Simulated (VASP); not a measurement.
Wanted: the native input for a VASP 6.6.1 run.

* Task: single point
* Functional: PBEsol
* Dispersion: D3(BJ)
* Potentials or basis: VASP PAW PBE potentials, release 64 (Al)
* Cutoff: 520 eV
* k mesh: 18 × 18 × 6
* Occupations: gaussian, width 0.15 eV
* Spin: no spin polarisation
* Dipole correction: no
* Further INCAR settings: ALGO = Fast; EDIFF = 1e-06; NBANDS = 14

The structure of Al lies in POSCAR:

```
Al
1.0
    2.6521510041      0.0000000000      0.0000000000
   -1.3260755020      2.2968301443      0.0000000000
    0.0000000000      0.0000000000      9.4307837556
Al
4
Direct
    0.0000000000      0.0000000000      0.0000000000
    0.3333333333      0.6666666667      0.2500000000
    0.0000000000      0.0000000000      0.5000000000
    0.6666666667      0.3333333333      0.7500000000
```

This cell differs from its parent crystal: volume 14.362 Å^3 an atom, c/a of the conventional cell 3.5559.

One way to write it, as run:

INCAR

```
SYSTEM = Al
ALGO = Fast ; EDIFF = 1E-6
ENCUT = 520 ; GGA = PS
ISIF = 2 ; ISMEAR = 0
IVDW = 12 ; LASPH = .TRUE.
LCHARG = .FALSE. ; LREAL = .FALSE.
LWAVE = .FALSE. ; NBANDS = 14
NELM = 60 ; PREC = Accurate
SIGMA = 0.15
```

KPOINTS

```
k-points
0
G
  18 18 6
  0 0 0
```

Potentials or basis: VASP PAW PBE potentials, release 64 (Al).

Command:

```bash
$ cat potpaw_PBE.64/Al/POTCAR > POTCAR
$ mpirun -np 1 vasp_std > vasp.out
```

It gave:

- Pressure: 10.3 GPa
- Band gap on the k mesh: zero (band 6 reaches 12.63 eV, above the bottom of band 7 at 8.13 eV)
- Dispersion energy per atom: -0.365 eV

Caveat: the PAW data sets were made with another functional, which shifts forces and pressure a little; pairwise dispersion overbinds metals, which lowers pressure and volume.

Run time: 41 s on 1 thread of Intel(R) Xeon(R) 6975P-C (Granite Rapids) (shared host), peak memory 0.23 GiB.
